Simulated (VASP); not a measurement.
# AlCr2C (P6_3/mmc) in VASP: a series of runs, part 2 of 2

VASP 6.6.1. The steps go on from the part before.

**3. Single point, PBE**

This run uses another cell than the first one, of 11.10 Å³/atom.

INCAR

```
SYSTEM = AlCr2C
PREC = Accurate
ENCUT = 520
EDIFF = 1E-7
ISMEAR = 0
SIGMA = 0.1
LREAL = .FALSE.
LASPH = .TRUE.
NELM = 100
ALGO = Normal
ISIF = 2
LWAVE = .FALSE.
LCHARG = .FALSE.
GGA = PE
NBANDS = 41
```

KPOINTS

```
regular mesh
0
G
  18 18 4
  0 0 0
```

POSCAR

```
AlCr2C
1.0
    2.8404503457      0.0000000000      0.0000000000
   -1.4202251729      2.4599021576      0.0000000000
    0.0000000000      0.0000000000     12.7034315120
Al Cr C
2 4 2
Direct
    0.6666666667      0.3333333333      0.2500000000
    0.3333333333      0.6666666667      0.7500000000
    0.3333333333      0.6666666667      0.4157418987
    0.6666666667      0.3333333333      0.9157418987
    0.6666666667      0.3333333333      0.5842581013
    0.3333333333      0.6666666667      0.0842581013
    0.0000000000      0.0000000000      0.5000000000
    0.0000000000      0.0000000000      0.0000000000
```

Potentials or basis: VASP PAW PBE potentials, release 64 (Al, Cr_pv, C).

Command:

```
$ cat potpaw_PBE.64/Al/POTCAR potpaw_PBE.64/Cr_pv/POTCAR potpaw_PBE.64/C/POTCAR > POTCAR
$ mpirun -np 1 vasp_std > vasp.out
```

OUTCAR:

```text
SYSTEM = AlCr2C
   PREC = Accurate
   ENCUT = 520
   EDIFF = 1E-7
   ISMEAR = 0
   LREAL = .FALSE.
   LASPH = .TRUE.
   NELM = 100
   ISIF = 2
   GGA = PE

 ion  position               nearest neighbor table
   1  0.667  0.333  0.250-   3 2.67   6 2.67   3 2.67   6 2.67   3 2.67   6 2.67
   2  0.333  0.667  0.750-   4 2.67   5 2.67   4 2.67   5 2.67   4 2.67   5 2.67
   3  0.333  0.667  0.416-   7 1.96   7 1.96   7 1.96   1 2.67   1 2.67   1 2.67   5 2.70   5 2.70
                             5 2.70
   4  0.667  0.333  0.916-   8 1.96   8 1.96   8 1.96   2 2.67   2 2.67   2 2.67   6 2.70   6 2.70
                             6 2.70
   5  0.667  0.333  0.584-   7 1.96   7 1.96   7 1.96   2 2.67   2 2.67   2 2.67   3 2.70   3 2.70
                             3 2.70
   6  0.333  0.667  0.084-   8 1.96   8 1.96   8 1.96   1 2.67   1 2.67   1 2.67   4 2.70   4 2.70
                             4 2.70
   7  0.000  0.000  0.500-   3 1.96   5 1.96   5 1.96   3 1.96   5 1.96   3 1.96
   8  0.000  0.000  0.000-   4 1.96   6 1.96   4 1.96   6 1.96   4 1.96   6 1.96

  LATTYP: Found a hexagonal cell.
 ALAT       =     2.8404503457
 C/A-ratio  =     4.4723300765

  Lattice vectors:

 A1 = (   2.8404503457,   0.0000000000,   0.0000000000)
 A2 = (  -1.4202251729,   2.4599021576,   0.0000000000)
 A3 = (   0.0000000000,   0.0000000000,  12.7034315120)

Analysis of symmetry for initial positions (statically):
=====================================================================
 Subroutine PRICEL returns:
 Original cell was already a primitive cell.

 Routine SETGRP: Setting up the symmetry group for a
 hexagonal supercell.

 Subroutine GETGRP returns: Found 24 space group operations
 (whereof 12 operations were pure point group operations)
 out of a pool of 24 trial point group operations.

The static configuration has the point symmetry D_3d.
 The point group associated with its full space group is D_6h.

Analysis of symmetry for dynamics (positions and initial velocities):
[... 148 lines left out ...]
   LORBIT       =      0    0 simple, 1 ext, 2 COOP (PROOUT), +10 PAW based schemes
   GGA     = PE    functional components
   LHFCALC =     F    Hartree Fock is set to
   AEXX    =    0.0000 exact exchange contribution
   IVDW    =     0    specifies the selected vdW correction
   LEPSILON=     F    determine dielectric tensor
   LRPA    =     F    only Hartree local field effects (RPA)
 non-spin polarized calculation
 Gauss-broadening in eV      SIGMA  =   0.10
  energy-cutoff  :      520.00
  volume of cell :       88.76
 maximum number of plane-waves:      2409
 NGX is ok and might be reduce to    24
   NGX = 11   NGY = 11   NGZ = 47

 number of electron      61.9999995 magnetization

 Free energy of the ion-electron system (eV)
  ---------------------------------------------------
  ext. energy  EPLUGINS =         0.00000000
  ---------------------------------------------------
  free energy    TOTEN  =       -65.50490983 eV

  energy without entropy =      -65.47454069  energy(sigma->0) =      -65.48972526

 E-fermi :   9.9460     XC(G=0): -12.4574

 val. band max:        9.9458435780   @ k =   0.2778   0.1667   0.2500
 cond. band min:       9.9485999515   @ k =   0.3333   0.0556   0.2500
 fundamental gap:      0.0027563735
 Fermi energy:         9.9460422500

 k-point     1 :       0.0000    0.0000    0.0000
  band No.  band energies     occupation
      1     -33.4615      2.00000
      2     -33.4602      2.00000
      3     -33.2547      2.00000
      4     -33.2547      2.00000
      5     -33.2547      2.00000
      6     -33.2547      2.00000
[... 1045 lines left out ...]
     40      12.5301      0.00000
     41      12.8138      0.00000

 [... further k-points ...]

------------------------ aborting loop because EDIFF is reached ----------------------------------------

  FORCE on cell =-STRESS in cart. coord.  units (eV):
  Direction    XX          YY          ZZ          XY          YZ          ZX
  --------------------------------------------------------------------------------------
  -------------------------------------------------------------------------------------
  Total        0.0825214      0.0825214     -0.0091691     -0.0000000      0.0000000      0.0000000
  in kB        1.4895358      1.4895358     -0.1655044     -0.0000000      0.0000000      0.0000000
  external PRESSURE =       0.9378558 kB  Pullay stress =       0.0000000 kB

 VOLUME and BASIS-vectors are now :
 -----------------------------------------------------------------------------
  energy-cutoff  :      520.00
  volume of cell :       88.76
      direct lattice vectors                 reciprocal lattice vectors
     2.840450346  0.000000000  0.000000000     0.352056850  0.203260117  0.000000000
    -1.420225173  2.459902158  0.000000000     0.000000000  0.406520234  0.000000000
     0.000000000  0.000000000 12.703431512     0.000000000  0.000000000  0.078718888

 POSITION                                       TOTAL-FORCE (eV/Angst)
 -----------------------------------------------------------------------------------
      1.42023      0.81997      3.17586         0.000000     -0.000000      0.000000
     -0.00000      1.63993      9.52757        -0.000000      0.000000      0.000000
     -0.00000      1.63993      5.28135        -0.000000      0.000000     -0.042106
      1.42023      0.81997     11.63306        -0.000000      0.000000     -0.042106
      1.42023      0.81997      7.42208         0.000000     -0.000000      0.042106
     -0.00000      1.63993      1.07037         0.000000     -0.000000      0.042106
      0.00000      0.00000      6.35172        -0.000000      0.000000      0.000000
      0.00000      0.00000      0.00000        -0.000000      0.000000      0.000000
 -----------------------------------------------------------------------------------
    total drift:                                0.000000     -0.000000      0.000000

  FREE ENERGIE OF THE ION-ELECTRON SYSTEM (eV)
  ---------------------------------------------------
  free  energy   TOTEN  =       -65.5049098259 eV

  energy  without entropy=      -65.4745406940  energy(sigma->0) =      -65.48972526
```

OSZICAR:

```text
N       E                     dE             d eps       ncg     rms          rms(c)
DAV:   1     0.741533095798E+03    0.74153E+03   -0.33535E+04  9118   0.169E+03
DAV:   2    -0.145325292220E+02   -0.75607E+03   -0.72789E+03  9133   0.511E+02
DAV:   3    -0.793704388307E+02   -0.64838E+02   -0.62697E+02 11949   0.147E+02
DAV:   4    -0.815065446124E+02   -0.21361E+01   -0.21067E+01 11320   0.246E+01
DAV:   5    -0.815511293738E+02   -0.44585E-01   -0.44532E-01 11394   0.389E+00    0.431E+01
DAV:   6    -0.733040237827E+02    0.82471E+01   -0.22821E+02 12051   0.971E+01    0.228E+01
DAV:   7    -0.661982546640E+02    0.71058E+01   -0.76556E+01 11577   0.610E+01    0.958E+00
DAV:   8    -0.655852968177E+02    0.61296E+00   -0.52460E+00 11086   0.135E+01    0.294E+00
DAV:   9    -0.655093657307E+02    0.75931E-01   -0.54547E-01 12183   0.438E+00    0.896E-01
DAV:  10    -0.655053995506E+02    0.39662E-02   -0.32489E-02 10735   0.139E+00    0.318E-01
DAV:  11    -0.655049479532E+02    0.45160E-03   -0.50385E-03 12496   0.339E-01    0.885E-02
DAV:  12    -0.655049114023E+02    0.36551E-04   -0.39197E-04 11540   0.164E-01    0.294E-02
DAV:  13    -0.655049131070E+02   -0.17048E-05   -0.42747E-05 13066   0.408E-02    0.118E-02
DAV:  14    -0.655049099087E+02    0.31984E-05   -0.20566E-06 11925   0.150E-02    0.227E-03
DAV:  15    -0.655049098259E+02    0.82745E-07   -0.37548E-07  9439   0.424E-03
   1 F= -.65504910E+02 E0= -.65489725E+02  d E =-.303691E-01
```

Run time: 4.6 min. Hardware: 1 thread of Intel Xeon Platinum 8488C (Sapphire Rapids), shared host; peak memory 0.45 GiB.

Results:

```yaml
Free_energy: -65.5049 eV
Pressure: 0.1 GPa
Largest_force: 0.042 eV/Å
Band_gap_on_the_k_mesh: zero (bands 31 and 32 overlap by 0.85 eV)
```

Forces in eV/Å, atoms in the order of the input:
```
Al   0.000  0.000  0.000
Al   0.000  0.000  0.000
Cr   0.000  0.000 -0.042
Cr   0.000  0.000 -0.042
Cr   0.000  0.000  0.042
Cr   0.000  0.000  0.042
C    0.000  0.000  0.000
C    0.000  0.000  0.000
```

Levels at points of the mesh, in eV from the Fermi level:
```csv
k point,band 29,band 30,band 31,band 32,band 33,band 34
"(0.00, 0.00, 0.00)",-1.05,-1.05,-0.23,-0.23,-0.20,-0.20
"(0.50, 0.00, 0.00)",0.12,0.29,0.40,0.41,0.80,0.81
"(0.00, 0.00, 0.50)",-1.05,-1.05,-0.21,-0.21,-0.21,-0.21
"(0.50, 0.00, 0.50)",0.27,0.27,0.34,0.34,0.81,0.81
```

Caveat: the run has no spin polarisation, though such a crystal can be magnetic.
